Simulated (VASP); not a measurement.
A run of VASP 6.6.1:

File INCAR:

```
ALGO = Normal
EDIFF = 1E-6
ENCUT = 500
GGA = PS
GGA_COMPAT = F
ISIF = 2
ISMEAR = -1
LASPH = T
LCHARG = F
LREAL = F
LWAVE = F
NBANDS = 17
NELM = 120
PREC = Accurate
SIGMA = 0.03
```

The input KPOINTS:

```
k-points
0
Gamma
  6 6 6
```

The input POSCAR:

```
PbSe
1.0
    0.0000000000      3.3918770871      3.3918770871
    3.3918770871      0.0000000000      3.3918770871
    3.3918770871      3.3918770871      0.0000000000
Pb Se
1 1
Direct
    0.0000000000      0.0000000000      0.0000000000
    0.2500000000      0.2500000000      0.2500000000
```

Potentials or basis: VASP PAW PBE potentials, release 64 (Pb_d, Se).

Command:

```sh
$ cat potpaw_PBE.64/Pb_d/POTCAR potpaw_PBE.64/Se/POTCAR > POTCAR
$ mpirun -np 1 vasp_std > vasp.out
```

Hardware: 1 thread of AMD EPYC 9R45 (Zen 5) (shared host).

Question: How long does it take, and how much memory?

Answer: Wall time 23 s on 1 thread of AMD EPYC 9R45 (Zen 5), with other jobs on the host, peak memory 0.16 GiB. Counts: scf iterations 13, k points 16.
